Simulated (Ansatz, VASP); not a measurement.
**Be3V in VASP and in Ansatz**

```
Be V
1.0
     3.36270    0.00000    0.00000
     0.00000    3.36270    0.00000
     0.00000    0.00000    3.36270
Be V
3 1
Direct
  0.50000 0.00000 0.00000
  0.00000 0.50000 0.00000
  0.00000 0.00000 0.50000
  0.50000 0.50000 0.50000
```

Alike in both runs: functional PBE; k mesh 14 × 14 × 14; occupations gaussian, width 0.1 eV; no spin polarisation.

Ansatz relaxed the structure, and its values are those at the end. VASP's run is a single point on that final structure, the one shown.

|  | VASP | Ansatz |
| --- | --- | --- |
| version | VASP 6.6.1 | Ansatz 0.2.0 |
| potentials or method | VASP PAW PBE potentials, release 64 (Be, V_sv), cutoff 520 eV | scalar-relativistic, plane waves, PAW |
| valence electrons in the cell | 19 | 19 |

VASP gave:

```
gap on the k mesh at the Fermi level (eV) : none
pressure (GPa)                            : 0.2
```

Task: Which values does Ansatz return?

Result: gap on the k mesh at the Fermi level (eV): none; pressure (GPa): 0.0.

A gap of «none» marks a metal or a gap that the smearing closes.
